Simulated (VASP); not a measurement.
A run of VASP 6.6.1:

The input INCAR:

```
SYSTEM = GeSbTe3
  PREC = Accurate
  ENCUT = 520
  EDIFF = 1E-6
  ISMEAR = 0
  SIGMA = 0.1
  LREAL = .FALSE.
  LASPH = .TRUE.
  NELM = 60
  ALGO = Normal
  ISIF = 2
  LWAVE = .FALSE.
  LCHARG = .TRUE.
  GGA = PE
  LELF = .TRUE.
  LVHAR = .TRUE.
  NBANDS = 26
```

KPOINTS

```
regular mesh
0
G
  10 10 4
  0 0 0
```

File POSCAR:

```
GeSbTe3
1.0
    4.1847072868      0.0000000000      0.0000000000
    0.0000000000      4.1847072868      0.0000000000
    0.0000000000      0.0000000000      9.2016051750
Ge Sb Te
1 1 3
Direct
    0.0000000000      0.0000000000      0.0000000000
    0.5000000000      0.5000000000      0.5000000000
    0.5000000000      0.5000000000      0.1624466045
    0.5000000000      0.5000000000      0.8375533955
    0.0000000000      0.0000000000      0.5000000000
```

Potentials or basis: VASP PAW PBE potentials, release 64 (Ge_d, Sb, Te).

Command:

```console
$ cat potpaw_PBE.64/Ge_d/POTCAR potpaw_PBE.64/Sb/POTCAR potpaw_PBE.64/Te/POTCAR > POTCAR
$ mpirun -np 1 vasp_std > vasp.out
```

Hardware: 1 thread of Intel Xeon 8259CL, with other jobs on the host.

**Question.** Estimate the wall time of this run.

**Answer.** Wall time 5 min on 1 thread of Intel Xeon 8259CL, on a shared host, peak memory 0.44 GiB. Counts: scf iterations 13, k points 63.
